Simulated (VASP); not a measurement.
Ga: single point with r2SCAN

Crystal: Ga.

```
Ga
1.0
     1.38300   -4.02650    0.00000
     1.38300    4.02650    0.00000
    -0.11745    0.00000    3.32993
Ga
2
Direct
  0.13100 0.86900 0.75000
  0.86900 0.13100 0.25000
```

```
Program                : VASP 6.6.1
Task                   : single point
Functional             : r2SCAN
Potentials or basis    : VASP PAW PBE potentials, release 64 (Ga_d)
Cutoff                 : 520 eV
k mesh                 : 7 × 7 × 6
Occupations            : fermi-dirac, width 0.05 eV
Spin                   : non-collinear spin, zero start, spin-orbit coupling
Starting moments       : [[0.0, 0.0, 0.0], [0.0, 0.0, 0.0]] μB
Dipole correction      : no
Further INCAR settings : ALGO = Normal; EDIFF = 1e-06; NBANDS = 38
```

The pressure is -0.9 GPa. The largest force is 0.154 eV/Å, the net moment is 0.00 μB per cell and the valence electrons inside the program's atomic spheres are Ga 11.55.

Forces on the atoms (eV/Å):
```
Ga   0.000 -0.154  0.000
Ga   0.000  0.154  0.000
```

Stress tensor (GPa, compression positive):
```
-1.54  0.00 -0.44
 0.00 -0.08  0.00
-0.44  0.00 -1.02
```

Moments on the atoms (μB; x, y, z):
```
Ga  0.00 0.00 0.00
Ga  0.00 0.00 0.00
```

It took 14 min on 1 thread of AMD EPYC 9R45 96-Core Processor (Zen 5) (shared host), peak memory 0.4 GiB.

Caveat: the PAW data sets were made with another functional, which shifts forces and pressure a little.
